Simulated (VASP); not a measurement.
# K (P6/mmm) in VASP: further runs

K is run at these levels: LDA; tasks: single point.

Everything below comes from runs of VASP 6.6.1. Logs are shortened: lines on timing, memory, paths and dates and some standing lists are left out, and cuts for length are marked.

## Step 1: The cell of the first run

The structure is hexagonal, space group P6/mmm (No. 191). The conventional cell has a = 6.920 Å, b = 6.920 Å, c = 4.121 Å, α = 90.00°, β = 90.00°, γ = 120.00°. K (site symmetry 6/mmm) has 14 K at 4.12 to 4.50 Å within 5.4 Å. Within 5.2 Å of K (site symmetry -6m2) lie 11 K at 4.00 to 4.50 Å.

This isn't the form of K at room conditions, which is bcc.

## Step 2: Single point, LDA (56.97 Å³/atom)

The input, INCAR:

```
SYSTEM = K
ALGO = Normal ; EDIFF = 1E-7
ENCUT = 520 ; ISIF = 2
ISMEAR = -1 ; LASPH = .TRUE.
LCHARG = .FALSE. ; LREAL = .FALSE.
LWAVE = .FALSE. ; NBANDS = 20
NELM = 100 ; PREC = Accurate
SIGMA = 0.1
```

The input, KPOINTS:

```
k-points
0
G
  6 6 8
  0 0 0
```

The input, POSCAR:

```
K
1.0
    6.9198466027      0.0000000000      0.0000000000
   -3.4599233014      5.9927629482      0.0000000000
    0.0000000000      0.0000000000      4.1214838779
K
3
Direct
    1.0000000000      1.0000000000      0.0000000000
    0.3333333333      0.6666666667      0.5000000000
    0.6666666667      0.3333333333      0.5000000000
```

Potentials or basis: VASP PAW LDA potentials, release 64 (K_sv).

Command:

```
$ cat potpaw_LDA.64/K_sv/POTCAR > POTCAR
$ mpirun -np 1 vasp_std > vasp.out
```

OUTCAR:

```text
SYSTEM = K
   EDIFF = 1E-7
   ENCUT = 520
   ISIF = 2
   ISMEAR = -1
   LASPH = .TRUE.
   LREAL = .FALSE.
   NELM = 100
   PREC = Accurate

 ion  position               nearest neighbor table
   1  0.000  0.000  0.000-
   2  0.333  0.667  0.500-
   3  0.667  0.333  0.500-

  LATTYP: Found a hexagonal cell.
 ALAT       =     6.9198466027
 C/A-ratio  =     0.5956033586

  Lattice vectors:

 A1 = (   6.9198466027,   0.0000000000,   0.0000000000)
 A2 = (  -3.4599233014,   5.9927629482,   0.0000000000)
 A3 = (   0.0000000000,   0.0000000000,   4.1214838779)

Analysis of symmetry for initial positions (statically):
=====================================================================
 Subroutine PRICEL returns:
 Original cell was already a primitive cell.

 Routine SETGRP: Setting up the symmetry group for a
 hexagonal supercell.

 Subroutine GETGRP returns: Found 24 space group operations
 (whereof 24 operations were pure point group operations)
 out of a pool of 24 trial point group operations.

The static configuration has the point symmetry D_6h.

Analysis of symmetry for dynamics (positions and initial velocities):
=====================================================================
 Subroutine PRICEL returns:
 Original cell was already a primitive cell.

 Routine SETGRP: Setting up the symmetry group for a
 hexagonal supercell.

 Subroutine GETGRP returns: Found 24 space group operations
 (whereof 24 operations were pure point group operations)
 out of a pool of 24 trial point group operations.

The dynamic configuration has the point symmetry D_6h.

 Subroutine INISYM returns: Found 24 space group operations
 (whereof 24 operations are pure point group operations),
 and found     1 'primitive' translations

----------------------------------------------------------------------------------------

                                     Primitive cell

  volume of cell :     170.9138

  direct lattice vectors                    reciprocal lattice vectors
     6.919846603  0.000000000  0.000000000     0.144511874  0.083433969  0.000000000
    -3.459923301  5.992762948  0.000000000     0.000000000  0.166867939  0.000000000
     0.000000000  0.000000000  4.121483878     0.000000000  0.000000000  0.242631059

  length of vectors
     6.919846603  6.919846603  4.121483878     0.166867939  0.166867939  0.242631059

  position of ions in fractional coordinates (direct lattice)
[... 79 lines left out ...]
   ENCUT  =  520.0 eV  38.22 Ry    6.18 a.u.  12.87 12.87  7.66*2*pi/ulx,y,z
   NELM   =    100;   NELMIN=  2; NELMDL= -5     # of ELM steps
   EDIFF  = 0.1E-06   stopping-criterion for ELM
   LREAL  =      F    real-space projection
   EDIFFG = 0.1E-05   stopping-criterion for IOM
   NSW    =      0    number of steps for IOM
   IBRION =     -1    ionic relax: 0-MD 1-quasi-New 2-CG
   NFREE  =      0    steps in history (QN), initial steepest desc. (CG)
   ISIF   =      2    stress and relaxation
   ISYM   =      2    0-nonsym 1-usesym 2-fastsym
   POTIM  = 0.5000    time-step for ionic-motion
   TEBEG  =    0.0;   TEEND  =   0.0 temperature during run
   PSTRESS=    0.0 pullay stress
   NELECT =      27.0000    total number of electrons
   NUPDOWN=      -1.0000    fix difference up-down
   EMIN   =  10.00;   EMAX   =-10.00  energy-range for DOS
   EFERMI =   0.00;   METHOD = LEGACY
   ISMEAR =    -1;   SIGMA  =   0.10  broadening in eV -4-tet -1-fermi 0-gaus
   EFERMI_NEDOS =   21; number of points for ismear=-14 and -15
   IALGO  =     38    algorithm
   IMIX   =      4    mixing-type and parameters
     AMIX     =   0.40;   BMIX     =  1.00
     AMIX_MAG =   1.60;   BMIX_MAG =  1.00
  volume/ion in A,a.u.               =      56.97       384.46
  Fermi-wavevector in a.u.,A,eV,Ry     =   0.884987  1.672383 10.656117  0.783202
  Thomas-Fermi vector in A             =   2.005961
   LORBIT       =      0    0 simple, 1 ext, 2 COOP (PROOUT), +10 PAW based schemes
   GGA     = CA    functional components
   LHFCALC =     F    Hartree Fock is set to
   AEXX    =    0.0000 exact exchange contribution
   IVDW    =     0    specifies the selected vdW correction
   LEPSILON=     F    determine dielectric tensor
   LRPA    =     F    only Hartree local field effects (RPA)
 non-spin polarized calculation
  energy-cutoff  :      520.00
  volume of cell :      170.91
 maximum number of plane-waves:      4644
 NGX is ok and might be reduce to    54
   NGX = 25   NGY = 25   NGZ = 15

 number of electron      27.0000002 magnetization

 Free energy of the ion-electron system (eV)
  ---------------------------------------------------
  ext. energy  EPLUGINS =         0.00000000
  ---------------------------------------------------
  free energy    TOTEN  =        -3.45508108 eV

  energy without entropy =       -3.38242979  energy(sigma->0) =       -3.41875544

 E-fermi :   0.3226     XC(G=0):  -6.5673

 val. band max:        0.3030742906   @ k =   0.1667   0.1667   0.0000
 cond. band min:       0.3296801616   @ k =   0.1667   0.1667   0.0000
 fundamental gap:      0.0266058710
 Fermi energy:         0.3226388454

 k-point     1 :       0.0000    0.0000    0.0000
  band No.  band energies     occupation
      1     -31.4361      2.00000
      2     -31.4181      2.00000
      3     -31.3093      2.00000
      4     -15.2255      2.00000
      5     -15.2255      2.00000
      6     -15.1266      2.00000
[... 541 lines left out ...]
     19       2.7267      0.00000
     20       3.6085      0.00000

 [... further k-points ...]

------------------------ aborting loop because EDIFF is reached ----------------------------------------

  FORCE on cell =-STRESS in cart. coord.  units (eV):
  Direction    XX          YY          ZZ          XY          YZ          ZX
  --------------------------------------------------------------------------------------
  -------------------------------------------------------------------------------------
  Total        0.7340499      0.7340499      0.7216607     -0.0000000      0.0000000      0.0000000
  in kB        6.8811179      6.8811179      6.7649788     -0.0000000      0.0000000      0.0000000
  external PRESSURE =       6.8424049 kB  Pullay stress =       0.0000000 kB

 VOLUME and BASIS-vectors are now :
 -----------------------------------------------------------------------------
  energy-cutoff  :      520.00
  volume of cell :      170.91
      direct lattice vectors                 reciprocal lattice vectors
     6.919846603  0.000000000  0.000000000     0.144511874  0.083433969  0.000000000
    -3.459923301  5.992762948  0.000000000     0.000000000  0.166867939  0.000000000
     0.000000000  0.000000000  4.121483878     0.000000000  0.000000000  0.242631059

 POSITION                                       TOTAL-FORCE (eV/Angst)
 -----------------------------------------------------------------------------------
      0.00000      0.00000      0.00000         0.000000      0.000000      0.000000
     -0.00000      3.99518      2.06074         0.000000      0.000000      0.000000
      3.45992      1.99759      2.06074        -0.000000     -0.000000      0.000000
 -----------------------------------------------------------------------------------
    total drift:                                0.000000      0.000000      0.000000

  FREE ENERGIE OF THE ION-ELECTRON SYSTEM (eV)
  ---------------------------------------------------
  free  energy   TOTEN  =        -3.4550810845 eV

  energy  without entropy=       -3.3824297902  energy(sigma->0) =       -3.41875544
```

OSZICAR:

```text
N       E                     dE             d eps       ncg     rms          rms(c)
DAV:   1     0.194947442827E+03    0.19495E+03   -0.11480E+04  1400   0.111E+03
DAV:   2     0.114541959033E+02   -0.18349E+03   -0.17963E+03  1520   0.348E+02
DAV:   3    -0.252610276945E+01   -0.13980E+02   -0.13853E+02  2340   0.700E+01
DAV:   4    -0.344010445044E+01   -0.91400E+00   -0.90849E+00  2160   0.147E+01
DAV:   5    -0.346327688790E+01   -0.23172E-01   -0.23165E-01  2052   0.228E+00    0.507E+00
DAV:   6    -0.345708695903E+01    0.61899E-02   -0.15346E-02  2216   0.834E-01    0.321E+00
DAV:   7    -0.345521647071E+01    0.18705E-02   -0.15544E-02  2340   0.721E-01    0.180E-01
DAV:   8    -0.345506833713E+01    0.14813E-03   -0.19714E-03  2012   0.370E-01    0.547E-02
DAV:   9    -0.345507912889E+01   -0.10792E-04   -0.96224E-05  2068   0.429E-02    0.245E-02
DAV:  10    -0.345508052827E+01   -0.13994E-05   -0.16236E-05  1960   0.306E-02    0.497E-03
DAV:  11    -0.345508108915E+01   -0.56088E-06   -0.15208E-06  2236   0.120E-02    0.392E-03
DAV:  12    -0.345508108446E+01    0.46898E-08   -0.74592E-08  1276   0.200E-03
   1 F= -.34550811E+01 E0= -.34187554E+01  d E =-.726513E-01
```

stdout:

```text
POSCAR found type information on POSCAR K
 POSCAR found :  1 types and       3 ions
 scaLAPACK will be used
 LDA part: xc-table for (Slater(with rela. corr.)+CA(PZ))
 , standard interpolation
 POSCAR, INCAR and KPOINTS ok, starting setup
 FFT: planning ... GRIDC
 FFT: planning ... GRID_SOFT
 FFT: planning ... GRID
 WAVECAR not read
 entering main loop
```

Wall time 71 s (1 thread of Intel Xeon Platinum 8488C (Sapphire Rapids), shared host); peak memory 0.27 GiB.

What came out:

```yaml
Free_energy: -3.4551 eV
Pressure: 0.7 GPa
Band_gap_on_the_k_mesh: zero (an odd number of electrons rules out a gap without spin polarisation)
```

## Step 3: Single point, LDA (59.56 Å³/atom)

This run uses another cell than the first one, of 59.56 Å³/atom.

The input, INCAR:

```
ALGO = Normal
EDIFF = 1E-7
ENCUT = 520
ISIF = 2
ISMEAR = -1
LASPH = True
LCHARG = True
LELF = True
LREAL = False
LVHAR = True
LWAVE = False
NBANDS = 20
NELM = 80
PREC = Accurate
SIGMA = 0.1
```

The input, KPOINTS:

```
k-points
0
Gamma
  6 6 8
```

The input, POSCAR:

```
K
1.0
    7.0231431243      0.0000000000      0.0000000000
   -3.5115715622      6.0822203601      0.0000000000
    0.0000000000      0.0000000000      4.1830076331
K
3
Direct
    1.0000000000      1.0000000000      0.0000000000
    0.3333333333      0.6666666667      0.5000000000
    0.6666666667      0.3333333333      0.5000000000
```

Potentials or basis: VASP PAW LDA potentials, release 64 (K_sv).

Command:

```
$ cat potpaw_LDA.64/K_sv/POTCAR > POTCAR
$ mpirun -np 1 vasp_std > vasp.out
```

OUTCAR:

```text
EDIFF = 1E-7
   ENCUT = 520
   ISIF = 2
   ISMEAR = -1
   LASPH = True
   LREAL = False
   NELM = 80
   PREC = Accurate

 ion  position               nearest neighbor table
   1  0.000  0.000  0.000-
   2  0.333  0.667  0.500-
   3  0.667  0.333  0.500-

  LATTYP: Found a hexagonal cell.
 ALAT       =     7.0231431243
 C/A-ratio  =     0.5956033586

  Lattice vectors:

 A1 = (   7.0231431243,   0.0000000000,   0.0000000000)
 A2 = (  -3.5115715622,   6.0822203601,   0.0000000000)
 A3 = (   0.0000000000,   0.0000000000,   4.1830076331)

Analysis of symmetry for initial positions (statically):
=====================================================================
 Subroutine PRICEL returns:
 Original cell was already a primitive cell.

 Routine SETGRP: Setting up the symmetry group for a
 hexagonal supercell.

 Subroutine GETGRP returns: Found 24 space group operations
 (whereof 24 operations were pure point group operations)
 out of a pool of 24 trial point group operations.

The static configuration has the point symmetry D_6h.

Analysis of symmetry for dynamics (positions and initial velocities):
=====================================================================
 Subroutine PRICEL returns:
 Original cell was already a primitive cell.

 Routine SETGRP: Setting up the symmetry group for a
 hexagonal supercell.

 Subroutine GETGRP returns: Found 24 space group operations
 (whereof 24 operations were pure point group operations)
 out of a pool of 24 trial point group operations.

The dynamic configuration has the point symmetry D_6h.

 Subroutine INISYM returns: Found 24 space group operations
 (whereof 24 operations are pure point group operations),
 and found     1 'primitive' translations

[... 102 lines left out ...]
   ISIF   =      2    stress and relaxation
   ISYM   =      2    0-nonsym 1-usesym 2-fastsym
   POTIM  = 0.5000    time-step for ionic-motion
   TEBEG  =    0.0;   TEEND  =   0.0 temperature during run
   PSTRESS=    0.0 pullay stress
   NELECT =      27.0000    total number of electrons
   NUPDOWN=      -1.0000    fix difference up-down
   EMIN   =  10.00;   EMAX   =-10.00  energy-range for DOS
   EFERMI =   0.00;   METHOD = LEGACY
   ISMEAR =    -1;   SIGMA  =   0.10  broadening in eV -4-tet -1-fermi 0-gaus
   EFERMI_NEDOS =   21; number of points for ismear=-14 and -15
   IALGO  =     38    algorithm
   IMIX   =      4    mixing-type and parameters
     AMIX     =   0.40;   BMIX     =  1.00
     AMIX_MAG =   1.60;   BMIX_MAG =  1.00
  volume/ion in A,a.u.               =      59.56       401.94
  Fermi-wavevector in a.u.,A,eV,Ry     =   0.871971  1.647786 10.344961  0.760333
  Thomas-Fermi vector in A             =   1.991154
   LORBIT       =      0    0 simple, 1 ext, 2 COOP (PROOUT), +10 PAW based schemes
   GGA     = CA    functional components
   LHFCALC =     F    Hartree Fock is set to
   AEXX    =    0.0000 exact exchange contribution
   IVDW    =     0    specifies the selected vdW correction
   LEPSILON=     F    determine dielectric tensor
   LRPA    =     F    only Hartree local field effects (RPA)
 non-spin polarized calculation
  energy-cutoff  :      520.00
  volume of cell :      178.68
 maximum number of plane-waves:      4838
 NGX is ok and might be reduce to    54
   NGX = 27   NGY = 27   NGZ = 15

 number of electron      26.9999995 magnetization

 Free energy of the ion-electron system (eV)
  ---------------------------------------------------
  ext. energy  EPLUGINS =         0.00000000
  ---------------------------------------------------
  free energy    TOTEN  =        -3.48207651 eV

  energy without entropy =       -3.40856844  energy(sigma->0) =       -3.44532248

 E-fermi :   0.1999     XC(G=0):  -6.4392

 val. band max:        0.1811828518   @ k =   0.1667   0.1667   0.0000
 cond. band min:       0.2044297068   @ k =   0.1667   0.1667   0.0000
 fundamental gap:      0.0232468549
 Fermi energy:         0.1998616803

 k-point     1 :       0.0000    0.0000    0.0000
  band No.  band energies     occupation
      1     -31.5682      2.00000
      2     -31.5533      2.00000
      3     -31.4508      2.00000
      4     -15.3471      2.00000
      5     -15.3471      2.00000
      6     -15.2590      2.00000
[... 541 lines left out ...]
     19       2.5571      0.00000
     20       3.4450      0.00000

 [... further k-points ...]
[... 5 lines left out ...]
  --------------------------------------------------------------------------------------
  -------------------------------------------------------------------------------------
  Total        0.4533858      0.4533858      0.4480936     -0.0000000     -0.0000000      0.0000000
  in kB        4.0653332      4.0653332      4.0178807     -0.0000000     -0.0000000      0.0000000
  external PRESSURE =       4.0495157 kB  Pullay stress =       0.0000000 kB

 VOLUME and BASIS-vectors are now :
 -----------------------------------------------------------------------------
  energy-cutoff  :      520.00
  volume of cell :      178.68
      direct lattice vectors                 reciprocal lattice vectors
     7.023143124  0.000000000  0.000000000     0.142386391  0.082206821  0.000000000
    -3.511571562  6.082220360  0.000000000     0.000000000  0.164413642  0.000000000
     0.000000000  0.000000000  4.183007633     0.000000000  0.000000000  0.239062437

 POSITION                                       TOTAL-FORCE (eV/Angst)
 -----------------------------------------------------------------------------------
      0.00000      0.00000      0.00000         0.000000      0.000000      0.000000
     -0.00000      4.05481      2.09150         0.000000      0.000000      0.000000
      3.51157      2.02741      2.09150        -0.000000      0.000000     -0.000000
 -----------------------------------------------------------------------------------
    total drift:                                0.000000      0.000000      0.000000

  FREE ENERGIE OF THE ION-ELECTRON SYSTEM (eV)
  ---------------------------------------------------
  free  energy   TOTEN  =        -3.4820765073 eV

  energy  without entropy=       -3.4085684432  energy(sigma->0) =       -3.44532248
```

stdout:

```text
POSCAR found type information on POSCAR K
 POSCAR found :  1 types and       3 ions
 scaLAPACK will be used
 LDA part: xc-table for (Slater(with rela. corr.)+CA(PZ))
 , standard interpolation
 POSCAR, INCAR and KPOINTS ok, starting setup
 FFT: planning ... GRIDC
 FFT: planning ... GRID_SOFT
 FFT: planning ... GRID
 WAVECAR not read
 entering main loop
```

Run time: 74 s. Hardware: 1 thread of Intel Xeon Platinum 8488C (Sapphire Rapids), shared host; peak memory 0.27 GiB.

Results:

```yaml
Free_energy: -3.4821 eV
Pressure: 0.4 GPa
Band_gap_on_the_k_mesh: zero (an odd number of electrons rules out a gap without spin polarisation)
```

Levels at points of the mesh, in eV from the Fermi level:
| k point | band 11 | band 12 | band 13 | band 14 | band 15 | band 16 |
| --- | --- | --- | --- | --- | --- | --- |
| (0.00, 0.00, 0.00) | -15.36 | -15.33 | -2.49 | 1.23 | 1.23 | 1.24 |
| (0.50, 0.00, 0.00) | -15.37 | -15.33 | -1.33 | -1.33 | 0.33 | 0.81 |
| (0.00, 0.00, 0.50) | -15.36 | -15.36 | -0.27 | -0.12 | 1.66 | 1.66 |
| (0.50, 0.00, 0.50) | -15.36 | -15.36 | 0.45 | 0.53 | 0.78 | 0.88 |

The gap in the log of VASP goes by the Fermi energy; the results here count the filled bands.